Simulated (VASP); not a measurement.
# GaN (P6_3mc) in VASP: a series of runs

The runs below take GaN through single point, relaxation of cell and atoms, with LDA, revPBE+D3(BJ), RPBE.

Program: VASP 6.6.1. These are calculated values, not measurements. Logs are shortened: lines on timing, memory, paths and dates and some standing lists are left out, and cuts for length are marked.

**The experiment to reproduce.**

From “Studying electronic properties in GaN without electrical contacts using γ-γ vs e−-γ Perturbed Angular Correlations”, 2019, pmc:6823545, for a bulk crystal of GaN: band gap 3.503 ± 0.005 eV (direct).

The results are compared with them further down.

## Step 1: The cell of the first run

Symmetry: P6_3mc, No. 186, hexagonal system. The conventional cell has a = 3.152 Å, b = 3.152 Å, c = 5.138 Å, α = 90.00°, β = 90.00°, γ = 120.00°. Within 2.6 Å of Ga (site symmetry 3m) lie 4 N at 1.93 Å. N (site symmetry 3m) has 4 Ga at 1.93 Å within 2.6 Å.

## Step 2: Single point, LDA

File INCAR:

```
SYSTEM = GaN
ALGO = Normal
EDIFF = 1E-6
ENCUT = 520
GGA = CA
ISIF = 2
ISMEAR = 0
LASPH = .TRUE.
LCHARG = .FALSE.
LREAL = .FALSE.
LWAVE = .FALSE.
NBANDS = 26
NELM = 60
PREC = Accurate
SIGMA = 0.01
```

File KPOINTS:

```
k-points
0
G
  12 12 4
  0 0 0
```

File POSCAR:

```
GaN
1.0
    3.1517581998      0.0000000000      0.0000000000
   -1.5758790999      2.7295026676      0.0000000000
    0.0000000000      0.0000000000      5.1382749165
Ga N
2 2
Direct
    0.3333333333      0.6666666667     -0.0007020541
    0.6666666667      0.3333333333      0.4992979459
    0.3333333333      0.6666666667      0.3757020541
    0.6666666667      0.3333333333      0.8757020541
```

Potentials or basis: VASP PAW LDA potentials, release 64 (Ga_d, N).

Launch:

```console
> cat potpaw_LDA.64/Ga_d/POTCAR potpaw_LDA.64/N/POTCAR > POTCAR
> mpirun -np 1 vasp_std > vasp.out
```

OUTCAR:

```text
SYSTEM = GaN
   EDIFF = 1E-6
   ENCUT = 520
   GGA = CA
   ISIF = 2
   ISMEAR = 0
   LASPH = .TRUE.
   LREAL = .FALSE.
   NELM = 60
   PREC = Accurate

 ion  position               nearest neighbor table
   1  0.333  0.667  0.999-   4 1.93   4 1.93   4 1.93   3 1.93
   2  0.667  0.333  0.499-   3 1.93   3 1.93   3 1.93   4 1.93
   3  0.333  0.667  0.376-   2 1.93   2 1.93   2 1.93   1 1.93
   4  0.667  0.333  0.876-   1 1.93   1 1.93   1 1.93   2 1.93

  LATTYP: Found a hexagonal cell.
 ALAT       =     3.1517581998
 C/A-ratio  =     1.6302884266

  Lattice vectors:

 A1 = (   3.1517581998,   0.0000000000,   0.0000000000)
 A2 = (  -1.5758790999,   2.7295026676,   0.0000000000)
 A3 = (   0.0000000000,   0.0000000000,   5.1382749165)

Analysis of symmetry for initial positions (statically):
=====================================================================
 Subroutine PRICEL returns:
 Original cell was already a primitive cell.

 Routine SETGRP: Setting up the symmetry group for a
 hexagonal supercell.

 Subroutine GETGRP returns: Found 12 space group operations
 (whereof  6 operations were pure point group operations)
 out of a pool of 24 trial point group operations.

The static configuration has the point symmetry C_3v.
 The point group associated with its full space group is C_6v.

Analysis of symmetry for dynamics (positions and initial velocities):
=====================================================================
 Subroutine PRICEL returns:
 Original cell was already a primitive cell.

 Routine SETGRP: Setting up the symmetry group for a
 hexagonal supercell.

 Subroutine GETGRP returns: Found 12 space group operations
 (whereof  6 operations were pure point group operations)
 out of a pool of 24 trial point group operations.

The dynamic configuration has the point symmetry C_3v.
 The point group associated with its full space group is C_6v.

 Subroutine INISYM returns: Found 12 space group operations
 (whereof  6 operations are pure point group operations),
 and found     1 'primitive' translations

----------------------------------------------------------------------------------------

                                     Primitive cell

  volume of cell :      44.2032

  direct lattice vectors                    reciprocal lattice vectors
[... 83 lines left out ...]
   ISTART =      0    job   : 0-new  1-cont  2-samecut
   ICHARG =      2    charge: 1-file 2-atom 10-const
   ISPIN  =      1    spin polarized calculation?
   LNONCOLLINEAR =      F non collinear calculations
   LSORBIT =      F    spin-orbit coupling
   LASPH  =      T    aspherical Exc in radial PAW
   ENCUT  =  520.0 eV  38.22 Ry    6.18 a.u.   5.86  5.86  9.55*2*pi/ulx,y,z
   NELM   =     60;   NELMIN=  2; NELMDL= -5     # of ELM steps
   EDIFF  = 0.1E-05   stopping-criterion for ELM
   LREAL  =      F    real-space projection
   EDIFFG = 0.1E-04   stopping-criterion for IOM
   NSW    =      0    number of steps for IOM
   IBRION =     -1    ionic relax: 0-MD 1-quasi-New 2-CG
   NFREE  =      0    steps in history (QN), initial steepest desc. (CG)
   ISIF   =      2    stress and relaxation
   ISYM   =      2    0-nonsym 1-usesym 2-fastsym
   POTIM  = 0.5000    time-step for ionic-motion
   TEBEG  =    0.0;   TEEND  =   0.0 temperature during run
   PSTRESS=    0.0 pullay stress
   NELECT =      36.0000    total number of electrons
   NUPDOWN=      -1.0000    fix difference up-down
   EMIN   =  10.00;   EMAX   =-10.00  energy-range for DOS
   EFERMI =   0.00;   METHOD = LEGACY
   ISMEAR =     0;   SIGMA  =   0.01  broadening in eV -4-tet -1-fermi 0-gaus
   EFERMI_NEDOS =   21; number of points for ismear=-14 and -15
   IALGO  =     38    algorithm
   IMIX   =      4    mixing-type and parameters
     AMIX     =   0.40;   BMIX     =  1.00
     AMIX_MAG =   1.60;   BMIX_MAG =  1.00
  volume/ion in A,a.u.               =      11.05        74.57
  Fermi-wavevector in a.u.,A,eV,Ry     =   1.528825  2.889060 31.800973  2.337306
  Thomas-Fermi vector in A             =   2.636530
   LORBIT       =      0    0 simple, 1 ext, 2 COOP (PROOUT), +10 PAW based schemes
   GGA     = CA    functional components
   LHFCALC =     F    Hartree Fock is set to
   AEXX    =    0.0000 exact exchange contribution
   IVDW    =     0    specifies the selected vdW correction
   LEPSILON=     F    determine dielectric tensor
   LRPA    =     F    only Hartree local field effects (RPA)
 non-spin polarized calculation
 Gauss-broadening in eV      SIGMA  =   0.01
  energy-cutoff  :      520.00
  volume of cell :       44.20
 maximum number of plane-waves:      1204
 NGX is ok and might be reduce to    24
   NGX = 11   NGY = 11   NGZ = 19

 number of electron      36.0000031 magnetization

 Free energy of the ion-electron system (eV)
  ---------------------------------------------------
  ext. energy  EPLUGINS =         0.00000000
  ---------------------------------------------------
  free energy    TOTEN  =       -27.90977361 eV

  energy without entropy =      -27.90977361  energy(sigma->0) =      -27.90977361

 E-fermi :   5.4952     XC(G=0): -12.2990

 val. band max:        5.4415461939   @ k =   0.0000   0.0000   0.0000
 cond. band min:       7.5872819751   @ k =   0.0000   0.0000   0.0000
 fundamental gap:      2.1457357813
 Fermi energy:         5.4951505026

 k-point     1 :       0.0000    0.0000    0.0000
  band No.  band energies     occupation
      1     -10.7017      2.00000
      2      -9.7201      2.00000
      3      -8.1458      2.00000
      4      -8.1285      2.00000
      5      -8.1285      2.00000
      6      -8.0614      2.00000
[... 685 lines left out ...]
     25      16.5226      0.00000
     26      18.4715      0.00000

 [... further k-points ...]
[... 5 lines left out ...]
  --------------------------------------------------------------------------------------
  -------------------------------------------------------------------------------------
  Total        0.3035847      0.3035847      0.2987253      0.0000000      0.0000000      0.0000000
  in kB       11.0036468     11.0036468     10.8275163      0.0000000      0.0000000      0.0000000
  external PRESSURE =      10.9449366 kB  Pullay stress =       0.0000000 kB

 VOLUME and BASIS-vectors are now :
 -----------------------------------------------------------------------------
  energy-cutoff  :      520.00
  volume of cell :       44.20
      direct lattice vectors                 reciprocal lattice vectors
     3.151758200  0.000000000  0.000000000     0.317283223  0.183183554  0.000000000
    -1.575879100  2.729502668  0.000000000     0.000000000  0.366367109  0.000000000
     0.000000000  0.000000000  5.138274917     0.000000000  0.000000000  0.194617847

 POSITION                                       TOTAL-FORCE (eV/Angst)
 -----------------------------------------------------------------------------------
     -0.00000      1.81967      5.13467        -0.000000     -0.000000      0.001512
      1.57588      0.90983      2.56553        -0.000000     -0.000000      0.001512
     -0.00000      1.81967      1.93046         0.000000     -0.000000     -0.001512
      1.57588      0.90983      4.49960        -0.000000      0.000000     -0.001512
 -----------------------------------------------------------------------------------
    total drift:                               -0.000001     -0.000001      0.000747

  FREE ENERGIE OF THE ION-ELECTRON SYSTEM (eV)
  ---------------------------------------------------
  free  energy   TOTEN  =       -27.9097736060 eV

  energy  without entropy=      -27.9097736060  energy(sigma->0) =      -27.90977361
```

stdout:

```text
POSCAR found type information on POSCAR GaN
 POSCAR found :  2 types and       4 ions
 scaLAPACK will be used
 LDA part: xc-table for (Slater(with rela. corr.)+CA(PZ))
 , standard interpolation
 POSCAR, INCAR and KPOINTS ok, starting setup
 FFT: planning ... GRIDC
 FFT: planning ... GRID_SOFT
 FFT: planning ... GRID
 WAVECAR not read
 entering main loop
```

It took 22 s on 1 thread of Intel Xeon 6975P-C (Granite Rapids), shared host; peak memory 0.17 GiB.

What came out:

```
Free energy            : -27.9098 eV
Pressure               : 1.1 GPa
Band gap on the k mesh : 2.15 eV, direct
```

Levels at points of the mesh, in eV from the valence-band top:
```tsv
k point	band 15	band 16	band 17	band 18	band 19	band 20	band 21	band 22
(0.00, 0.00, 0.00)	-1.08	-0.05	0.00	0.00	2.15	4.38	9.22	9.90
(0.50, 0.00, 0.00)	-4.41	-2.88	-2.34	-1.05	5.00	5.66	6.00	8.72
(0.00, 0.00, 0.50)	-0.56	-0.56	-0.56	-0.56	4.41	4.41	8.47	8.47
(0.50, 0.00, 0.50)	-2.04	-2.04	-1.99	-1.99	4.39	4.39	7.81	7.81
```

## Step 3: Single point, revPBE+D3(BJ)

This run uses another cell than the first one, of 11.48 Å³/atom, 1.039 times its volume.

File INCAR:

```
SYSTEM = GaN
PREC = Accurate
ENCUT = 520
EDIFF = 1E-6
ISMEAR = 0
SIGMA = 0.01
LREAL = .False.
LASPH = .True.
NELM = 100
ALGO = Normal
ISIF = 2
LWAVE = .False.
LCHARG = .False.
GGA = RE
IVDW = 12
NBANDS = 26
```

File KPOINTS:

```
Automatic mesh
0
Gamma
  12 12 4
  0 0 0
```

File POSCAR:

```
GaN
1.0
    3.1924709851      0.0000000000      0.0000000000
   -1.5962354926      2.7647609740      0.0000000000
    0.0000000000      0.0000000000      5.2031620436
Ga N
2 2
Direct
    0.3333333333      0.6666666667     -0.0007570053
    0.6666666667      0.3333333333      0.4992429947
    0.3333333333      0.6666666667      0.3757570053
    0.6666666667      0.3333333333      0.8757570053
```

Potentials or basis: VASP PAW PBE potentials, release 64 (Ga_d, N).

Launch:

```console
> cat potpaw_PBE.64/Ga_d/POTCAR potpaw_PBE.64/N/POTCAR > POTCAR
> mpirun -np 1 vasp_std > vasp.out
```

It took 26 s on 1 thread of Intel Xeon 6975P-C (Granite Rapids), shared host; peak memory 0.2 GiB.

The run converged. Its results:

* Free energy: -24.8561 eV
* Pressure: -0.2 GPa
* Band gap on the k mesh: 1.92 eV, direct
* Dispersion energy per atom: -0.488 eV

Levels at points of the mesh, in eV from the valence-band top:
```tsv
k point	band 16	band 17	band 18	band 19	band 20	band 21
(0.00, 0.00, 0.00)	-0.04	0.00	0.00	1.92	4.28	9.24
(0.50, 0.00, 0.00)	-2.71	-2.18	-0.99	5.12	5.57	6.09
(0.00, 0.00, 0.50)	-0.52	-0.52	-0.52	4.27	4.27	8.50
(0.50, 0.00, 0.50)	-1.92	-1.88	-1.88	4.44	4.44	7.78
```

Caveat: the PAW data sets were made with another functional, which shifts forces and pressure a little.

## Step 4: Single point, RPBE

This run uses another cell than the first one, of 12.04 Å³/atom, 1.089 times its volume.

File INCAR:

```
SYSTEM = GaN
PREC = Accurate
ENCUT = 520
EDIFF = 1E-6
ISMEAR = 0
SIGMA = 0.01
LREAL = .FALSE.
LASPH = .TRUE.
NELM = 100
ALGO = Normal
ISIF = 2
LWAVE = .FALSE.
LCHARG = .TRUE.
GGA = RP
LELF = .TRUE.
LVHAR = .TRUE.
NBANDS = 26
```

File KPOINTS:

```
regular mesh
0
G
  12 12 4
  0 0 0
```

File POSCAR:

```
GaN
1.0
    3.2440258769      0.0000000000      0.0000000000
   -1.6220129384      2.8094088199      0.0000000000
    0.0000000000      0.0000000000      5.2826075882
Ga N
2 2
Direct
    0.3333333333      0.6666666667     -0.0009439922
    0.6666666667      0.3333333333      0.4990560078
    0.3333333333      0.6666666667      0.3759439922
    0.6666666667      0.3333333333      0.8759439922
```

Launch:

```console
> cat potpaw_PBE.64/Ga_d/POTCAR potpaw_PBE.64/N/POTCAR > POTCAR
> mpirun -np 1 vasp_std > vasp.out
```

Wall time 27 s (1 thread of Intel Xeon 6975P-C (Granite Rapids), shared host); peak memory 0.19 GiB.

It converged, with:

```
Free energy            : -22.6931 eV
Pressure               : -0.1 GPa
Band gap on the k mesh : 1.62 eV, direct
```

Levels at points of the mesh, in eV from the valence-band top:
```csv
k point,band 15,band 16,band 17,band 18,band 19,band 20,band 21,band 22
"(0.00, 0.00, 0.00)",-0.97,-0.03,0.00,0.00,1.62,3.99,9.00,9.66
"(0.50, 0.00, 0.00)",-3.94,-2.55,-2.03,-0.93,5.00,5.29,6.02,8.25
"(0.00, 0.00, 0.50)",-0.50,-0.50,-0.50,-0.50,3.98,3.98,8.28,8.28
"(0.50, 0.00, 0.50)",-1.81,-1.81,-1.77,-1.77,4.32,4.32,7.51,7.51
```

Caveat: the PAW data sets were made with another functional, which shifts forces and pressure a little.

## Step 5: Relaxation of cell and atoms, revPBE+D3(BJ)

This run uses another cell than the first one, of 11.31 Å³/atom, 1.023 times its volume.

File INCAR:

```
ALGO = Normal
EDIFF = 1E-6
EDIFFG = -0.005
ENCUT = 600
GGA = RE
IBRION = 2
ISIF = 3
ISMEAR = 0
IVDW = 12
LASPH = T
LCHARG = F
LREAL = F
LWAVE = F
NELM = 60
NSW = 100
PREC = Accurate
SIGMA = 0.01
```

File KPOINTS:

```
k-points
0
Gamma
  12 12 4
```

File POSCAR:

```
GaN
1.0
    3.1800000000      0.0000000000      0.0000000000
   -1.5900000000      2.7539607800      0.0000000000
    0.0000000000      0.0000000000      5.1660000000
Ga N
2 2
Direct
    0.3333333333      0.6666666667      0.0000000000
    0.6666666667      0.3333333333      0.5000000000
    0.3333333333      0.6666666667      0.3750000000
    0.6666666667      0.3333333333      0.8750000000
```

Launch:

```console
> cat potpaw_PBE.64/Ga_d/POTCAR potpaw_PBE.64/N/POTCAR > POTCAR
> mpirun -np 1 vasp_std > vasp.out
```

It took 2.1 min on 1 thread of Intel Xeon 6975P-C (Granite Rapids), shared host; peak memory 0.23 GiB.

The run converged. Its results:

| Item | Value |
| --- | --- |
| Free energy | -24.8570 eV |
| Relaxed volume | 11.47 Å³/atom |
| Relaxed cell | a = 3.191 Å, b = 3.191 Å, c = 5.203 Å, α = 90.00°, β = 90.00°, γ = 120.00° |
| Space group after relaxing (to 0.05 Å) | P6_3mc (No. 186) |
| Energy gained by relaxing | 1.6 meV/atom |
| Ionic steps | 9 |
| Pressure after relaxing | 0.0 GPa |
| Band gap on the k mesh | 1.92 eV, direct |
| Dispersion energy per atom | -0.489 eV |

Step by step:
```tsv
step	energy change (eV)	largest force (eV/Å)	pressure (GPa)	volume (Å³)
1	0.0000	0.1324	2.51	45.24
2	-0.0017	0.0934	-2.11	46.41
3	-0.0065	0.0023	0.01	45.86
4	-0.0065	0.0049	0.12	45.85
5	-0.0065	0.0104	-0.05	45.87
6	-0.0065	0.0084	0.03	45.86
7	-0.0065	0.0004	-0.13	45.88
8	-0.0065	0.0037	0.06	45.87
9	-0.0065	0.0009	0.00	45.87
```

Final structure:
```xyz
4
Lattice="3.1908 0.0000 0.0000 -1.5954 2.7633 0.0000 0.0000 0.0000 5.2027" Properties=species:S:1:pos:R:3 pbc="T T T"
Ga    0.0000    1.8422    5.1990
Ga    1.5954    0.9211    2.5977
N     0.0000    1.8422    1.9547
N     1.5954    0.9211    4.5561
```

Levels at points of the mesh, in eV from the valence-band top:
```csv
k point,band 14,band 15,band 16,band 17,band 18,band 19,band 20,band 21,band 22
"(0.00, 0.00, 0.00)",-1.02,-1.02,-0.05,0.00,0.00,1.92,4.29,9.24,9.93
"(0.50, 0.00, 0.00)",-5.26,-4.17,-2.71,-2.18,-0.99,5.12,5.58,6.09,8.62
"(0.00, 0.00, 0.50)",-3.84,-0.52,-0.52,-0.52,-0.52,4.27,4.27,8.51,8.51
"(0.50, 0.00, 0.50)",-6.55,-1.92,-1.92,-1.88,-1.88,4.44,4.44,7.79,7.79
```

Caveat: the PAW data sets were made with another functional, which shifts forces and pressure a little.

(Continued in part 2 of 2.)
